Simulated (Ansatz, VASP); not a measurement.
**Ti3W: VASP beside Ansatz**

INCAR

```
PREC = Accurate
ENCUT = 520
EDIFF = 1E-7
ISMEAR = 0
SIGMA = 0.1
LREAL = F
LASPH = T
NELM = 80
ALGO = Normal
ISIF = 2
LWAVE = F
LCHARG = F
GGA = PE
NBANDS = 33
```

Contents of KPOINTS:

```
Automatic mesh
0
Gamma
  6 6 2
```

The input POSCAR:

```
Ti3W
1.0
    2.7804975800      0.0000000000      0.0000000000
   -1.3902487900      2.4079815400      0.0000000000
    0.0000000000      0.0000000000      8.9800162400
Ti W
3 1
Direct
    0.3333333300      0.6666666700      0.5000000000
    0.6666666700      0.3333333300      0.2500000000
    0.6666666700      0.3333333300      0.7500000000
    0.3333333300      0.6666666700      0.0000000000
```

Input for Ansatz:

```yaml
crystal:
  lattice:
    - [2.78049758, 0.0, 0.0]
    - [-1.39024879, 2.40798154, 0.0]
    - [0.0, 0.0, 8.98001624]
  atoms:
    - { symbol: Ti, position: [0.33333333, 0.66666667, 0.5] }
    - { symbol: Ti, position: [0.66666667, 0.33333333, 0.25] }
    - { symbol: Ti, position: [0.66666667, 0.33333333, 0.75] }
    - { symbol: W, position: [0.33333333, 0.66666667, 0.0] }
basis:
  ecutwfc: 420
kpoints:
  mp_grid: { grid: [6, 6, 2] }
hamiltonian:
  xc: pbe
scf:
  occupations: { method: gaussian, width: 0.1 }
  lower_state_search: "off"
output:
  forces: true
  stress: true
  eigenvalues: true
```

Alike in both runs: task single point; functional PBE; k mesh 6 × 6 × 2; occupations gaussian, width 0.1 eV; no spin polarisation.

|  | VASP | Ansatz |
| --- | --- | --- |
| version | VASP 6.6.1 | Ansatz 0.2.0 |
| potentials or method | VASP PAW PBE potentials, release 64 (Ti_sv, W_sv), cutoff 520 eV | scalar-relativistic, plane waves, PAW |
| valence electrons in the cell | 50 | 50 |

```tsv
	VASP	Ansatz	Ansatz less VASP
gap on the k mesh at the Fermi level (eV)	none	none	-
pressure (GPa)	22.1	22.3	+0.29
traceless stress, the component that is largest in VASP (GPa)	3.60	3.64	+0.043
rms of the force components (eV/Å)	0.161	0.153	-0.0081
```

Atom by atom the forces differ by 0.008 eV/Å (rms over components). A gap of «none» marks a metal or a gap that the smearing closes.

The k mesh is coarse, so the values compare programs but aren't converged. Spin-orbit coupling is off throughout.
